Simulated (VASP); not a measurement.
Wanted: the native input for a VASP 6.6.1 run.

```
Task                   : relaxation of cell and atoms
Functional             : PBE
Dispersion             : D4
Potentials or basis    : VASP PAW PBE potentials, release 64 (Nb_sv)
Cutoff                 : 600 eV
k mesh                 : 11 × 11 × 11
Occupations            : fermi-dirac, width 0.05 eV
Spin                   : no spin polarisation
Dipole correction      : no
Further INCAR settings : ALGO = Normal; EDIFF = 1e-06; IBRION = 2; EDIFFG = -0.01; NSW = 60; ISIF = 3
```

The structure of Nb lies in POSCAR:

```
Nb
1.0
    0.0000000000      2.1150000000      2.1150000000
    2.1150000000      0.0000000000      2.1150000000
    2.1150000000      2.1150000000      0.0000000000
Nb
1
Direct
    0.0000000000      0.0000000000      0.0000000000
```

These files were run (other wordings do the same):

INCAR

```
PREC = Accurate
ENCUT = 600
EDIFF = 1E-6
ISMEAR = -1
SIGMA = 0.05
LREAL = F
LASPH = T
NELM = 100
ALGO = Normal
ISIF = 3
LWAVE = F
LCHARG = F
GGA = PE
IVDW = 13
IBRION = 2
NSW = 60
EDIFFG = -0.01
```

KPOINTS

```
Automatic mesh
0
Gamma
  11 11 11
```

Potentials or basis: VASP PAW PBE potentials, release 64 (Nb_sv).

Run with:

```sh
$ cat potpaw_PBE.64/Nb_sv/POTCAR > POTCAR
$ mpirun -np 1 vasp_std > vasp.out
```

It gave:

```
Relaxed volume                         : 18.37 Å³/atom
Relaxed cell                           : a = 2.962 Å, b = 2.962 Å, c = 2.962 Å, α = 60.00°, β = 60.00°, γ = 60.00°
Space group after relaxing (to 0.05 Å) : Fm-3m (No. 225)
Energy gained by relaxing              : 8.5 meV/atom
Ionic steps                            : 4
Pressure after relaxing                : 0.0 GPa
Dispersion energy per atom             : -0.328 eV
```

Caveat: pairwise dispersion overbinds metals, which lowers pressure and volume.

Wall time 56 s on 1 thread of Intel Xeon 6975P-C, on a shared host, peak memory 0.15 GiB.
